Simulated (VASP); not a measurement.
# W (I4/mcm) in VASP: single point with LDA

Aim: the single point of W with LDA.

Program: VASP 6.6.1. These are calculated values, not measurements. Logs are shortened: lines on timing, memory, paths and dates and some standing lists are left out, and cuts for length are marked.

## (1) The cell of the first run

Symmetry: I4/mcm, No. 140, tetragonal system. Conventional cell: a = 5.568 Å, b = 5.568 Å, c = 4.744 Å, α = 90.00°, β = 90.00°, γ = 90.00°. W (site symmetry m2m) has 11 W at 2.66 to 3.03 Å within 3.5 Å.

## (2) Single point, LDA

Input file INCAR:

```
ALGO = Normal
EDIFF = 1E-6
ENCUT = 520
GGA = CA
ISIF = 2
ISMEAR = -1
LASPH = T
LCHARG = F
LREAL = F
LWAVE = F
NBANDS = 36
NELM = 80
PREC = Accurate
SIGMA = 0.15
```

Input file KPOINTS:

```
k-points
0
Gamma
  6 6 6
```

Input file POSCAR:

```
W
1.0
   -2.7840000000      2.7840000000      2.3720000000
    2.7840000000     -2.7840000000      2.3720000000
    2.7840000000      2.7840000000     -2.3720000000
W
4
Direct
    0.6692000000      0.1692000000      0.8384000000
    0.1692000000      0.3308000000      0.5000000000
    0.3308000000      0.8308000000      0.1616000000
    0.8308000000      0.6692000000      0.5000000000
```

Potentials or basis: VASP PAW LDA potentials, release 64 (W_sv).

On the command line:

```bash
$ cat potpaw_LDA.64/W_sv/POTCAR > POTCAR
$ mpirun -np 1 vasp_std > vasp.out
```

OUTCAR:

```text
EDIFF = 1E-6
   ENCUT = 520
   GGA = CA
   ISIF = 2
   ISMEAR = -1
   LASPH = T
   LREAL = F
   NELM = 80
   PREC = Accurate

 ion  position               nearest neighbor table
   1  0.669  0.169  0.838-   3 2.66   3 2.69   3 2.69   4 2.93   2 2.93   2 2.93   4 2.93   2 3.03
                             2 3.03   4 3.03   4 3.03
   2  0.169  0.331  0.500-   4 2.66   4 2.69   4 2.69   1 2.93   3 2.93   3 2.93   1 2.93   1 3.03
                             3 3.03   3 3.03   1 3.03
   3  0.331  0.831  0.162-   1 2.66   1 2.69   1 2.69   4 2.93   2 2.93   2 2.93   4 2.93   4 3.03
                             2 3.03   2 3.03   4 3.03
   4  0.831  0.669  0.500-   2 2.66   2 2.69   2 2.69   1 2.93   3 2.93   3 2.93   1 2.93   3 3.03
                             1 3.03   1 3.03   3 3.03

  LATTYP: Found a body centered tetragonal cell.
 ALAT       =     5.5680000000
 C/A-ratio  =     0.8520114943

  Lattice vectors:

 A1 = (  -2.7840000000,   2.7840000000,   2.3720000000)
 A2 = (   2.7840000000,  -2.7840000000,   2.3720000000)
 A3 = (   2.7840000000,   2.7840000000,  -2.3720000000)

Analysis of symmetry for initial positions (statically):
=====================================================================
 Subroutine PRICEL returns:
 Original cell was already a primitive cell.

 Routine SETGRP: Setting up the symmetry group for a
 body centered tetragonal supercell.

 Subroutine GETGRP returns: Found 16 space group operations
 (whereof  8 operations were pure point group operations)
 out of a pool of 16 trial point group operations.

The static configuration has the point symmetry C_4h.
 The point group associated with its full space group is D_4h.

Analysis of symmetry for dynamics (positions and initial velocities):
=====================================================================
 Subroutine PRICEL returns:
 Original cell was already a primitive cell.

 Routine SETGRP: Setting up the symmetry group for a
 body centered tetragonal supercell.

 Subroutine GETGRP returns: Found 16 space group operations
 (whereof  8 operations were pure point group operations)
 out of a pool of 16 trial point group operations.

The dynamic configuration has the point symmetry C_4h.
 The point group associated with its full space group is D_4h.

 Subroutine INISYM returns: Found 16 space group operations
 (whereof  8 operations are pure point group operations),
 and found     1 'primitive' translations

[... 96 lines left out ...]
   ENCUT  =  520.0 eV  38.22 Ry    6.18 a.u.   8.55  8.55  8.55*2*pi/ulx,y,z
   NELM   =     80;   NELMIN=  2; NELMDL= -5     # of ELM steps
   EDIFF  = 0.1E-05   stopping-criterion for ELM
   LREAL  =      F    real-space projection
   EDIFFG = 0.1E-04   stopping-criterion for IOM
   NSW    =      0    number of steps for IOM
   IBRION =     -1    ionic relax: 0-MD 1-quasi-New 2-CG
   NFREE  =      0    steps in history (QN), initial steepest desc. (CG)
   ISIF   =      2    stress and relaxation
   ISYM   =      2    0-nonsym 1-usesym 2-fastsym
   POTIM  = 0.5000    time-step for ionic-motion
   TEBEG  =    0.0;   TEEND  =   0.0 temperature during run
   PSTRESS=    0.0 pullay stress
   NELECT =      56.0000    total number of electrons
   NUPDOWN=      -1.0000    fix difference up-down
   EMIN   =  10.00;   EMAX   =-10.00  energy-range for DOS
   EFERMI =   0.00;   METHOD = LEGACY
   ISMEAR =    -1;   SIGMA  =   0.15  broadening in eV -4-tet -1-fermi 0-gaus
   EFERMI_NEDOS =   21; number of points for ismear=-14 and -15
   IALGO  =     38    algorithm
   IMIX   =      4    mixing-type and parameters
     AMIX     =   0.40;   BMIX     =  1.00
     AMIX_MAG =   1.60;   BMIX_MAG =  1.00
  volume/ion in A,a.u.               =      18.38       124.07
  Fermi-wavevector in a.u.,A,eV,Ry     =   1.494972  2.825088 30.408232  2.234942
  Thomas-Fermi vector in A             =   2.607177
   LORBIT       =      0    0 simple, 1 ext, 2 COOP (PROOUT), +10 PAW based schemes
   GGA     = CA    functional components
   LHFCALC =     F    Hartree Fock is set to
   AEXX    =    0.0000 exact exchange contribution
   IVDW    =     0    specifies the selected vdW correction
   LEPSILON=     F    determine dielectric tensor
   LRPA    =     F    only Hartree local field effects (RPA)
 non-spin polarized calculation
  energy-cutoff  :      520.00
  volume of cell :       73.54
 maximum number of plane-waves:      1999
 NGX is ok and might be reduce to    36
   NGX = 17   NGY = 17   NGZ = 17

 number of electron      55.9999999 magnetization

 Free energy of the ion-electron system (eV)
  ---------------------------------------------------
  ext. energy  EPLUGINS =         0.00000000
  ---------------------------------------------------
  free energy    TOTEN  =       -52.32510245 eV

  energy without entropy =      -51.94722690  energy(sigma->0) =      -52.13616468

 E-fermi :   8.7551     XC(G=0): -12.8965

 val. band max:        8.7438438832   @ k =  -0.1667   0.1667   0.1667
 cond. band min:       8.7597969263   @ k =   0.3333   0.3333   0.1667
 fundamental gap:      0.0159530431
 Fermi energy:         8.7550859183

 k-point     1 :       0.0000    0.0000    0.0000
  band No.  band energies     occupation
      1     -64.4824      2.00000
      2     -64.3978      2.00000
      3     -64.3227      2.00000
      4     -64.3227      2.00000
      5     -29.3671      2.00000
      6     -29.1745      2.00000
[... 925 lines left out ...]
     35      12.0404      0.00000
     36      13.3580      0.00000

 [... further k-points ...]

------------------------ aborting loop because EDIFF is reached ----------------------------------------

  FORCE on cell =-STRESS in cart. coord.  units (eV):
  Direction    XX          YY          ZZ          XY          YZ          ZX
  --------------------------------------------------------------------------------------
  -------------------------------------------------------------------------------------
  Total      -10.4729280    -10.4729280     -7.7539192      0.0000000      0.0000000      0.0000000
  in kB     -228.1736889   -228.1736889   -168.9346423      0.0000000      0.0000000      0.0000000
  external PRESSURE =    -208.4273400 kB  Pullay stress =       0.0000000 kB

 VOLUME and BASIS-vectors are now :
 -----------------------------------------------------------------------------
  energy-cutoff  :      520.00
  volume of cell :       73.54
      direct lattice vectors                 reciprocal lattice vectors
    -2.784000000  2.784000000  2.372000000     0.000000000  0.179597701  0.210792580
     2.784000000 -2.784000000  2.372000000     0.179597701  0.000000000  0.210792580
     2.784000000  2.784000000 -2.372000000     0.179597701  0.179597701  0.000000000

 POSITION                                       TOTAL-FORCE (eV/Angst)
 -----------------------------------------------------------------------------------
      0.94211      3.72611      0.00000         0.185035      0.185035     -0.000000
      1.84189      0.94211     -0.00000        -0.185035      0.185035      0.000000
      1.84189     -0.94211      2.37200        -0.185035     -0.185035     -0.000000
      0.94211      1.84189      2.37200         0.185035     -0.185035      0.000000
 -----------------------------------------------------------------------------------
    total drift:                                0.000000      0.000000      0.000000

  FREE ENERGIE OF THE ION-ELECTRON SYSTEM (eV)
  ---------------------------------------------------
  free  energy   TOTEN  =       -52.3251024541 eV

  energy  without entropy=      -51.9472269004  energy(sigma->0) =      -52.13616468
```

OSZICAR:

```text
N       E                     dE             d eps       ncg     rms          rms(c)
DAV:   1     0.710430747042E+03    0.71043E+03   -0.33640E+04  2160   0.179E+03
DAV:   2    -0.190167219182E+02   -0.72945E+03   -0.71681E+03  2276   0.563E+02
DAV:   3    -0.538405191792E+02   -0.34824E+02   -0.33339E+02  2556   0.119E+02
DAV:   4    -0.547895977966E+02   -0.94908E+00   -0.93688E+00  2568   0.184E+01
DAV:   5    -0.548048239690E+02   -0.15226E-01   -0.15202E-01  2576   0.255E+00    0.340E+01
DAV:   6    -0.527830441124E+02    0.20218E+01   -0.31552E+00  2492   0.118E+01    0.127E+01
DAV:   7    -0.523427374878E+02    0.44031E+00   -0.13885E+00  2624   0.707E+00    0.874E-01
DAV:   8    -0.523254366732E+02    0.17301E-01   -0.37266E-02  2484   0.148E+00    0.169E-01
DAV:   9    -0.523250939188E+02    0.34275E-03   -0.17226E-03  2620   0.237E-01    0.883E-02
DAV:  10    -0.523251051245E+02   -0.11206E-04   -0.11082E-04  2672   0.791E-02    0.247E-02
DAV:  11    -0.523251022665E+02    0.28580E-05   -0.19571E-05  2428   0.338E-02    0.830E-03
DAV:  12    -0.523251024541E+02   -0.18762E-06   -0.10128E-06  1524   0.843E-03
   1 F= -.52325102E+02 E0= -.52136165E+02  d E =-.377876E+00
```

Wall time 53 s (1 thread of Intel Xeon 8259CL, shared host); peak memory 0.2 GiB.

What came out:

```yaml
Free_energy: -52.3251 eV
Pressure: -20.8 GPa
Largest_force: 0.262 eV/Å
Band_gap_on_the_k_mesh: zero (bands 28 and 29 overlap by 0.69 eV)
```

Forces on the atoms (eV/Å):
```
W    0.185  0.185  0.000
W   -0.185  0.185  0.000
W   -0.185 -0.185  0.000
W    0.185 -0.185  0.000
```

Caveat: the cell stands under tension; spin-orbit coupling is left out, which moves the levels of the heavy elements.
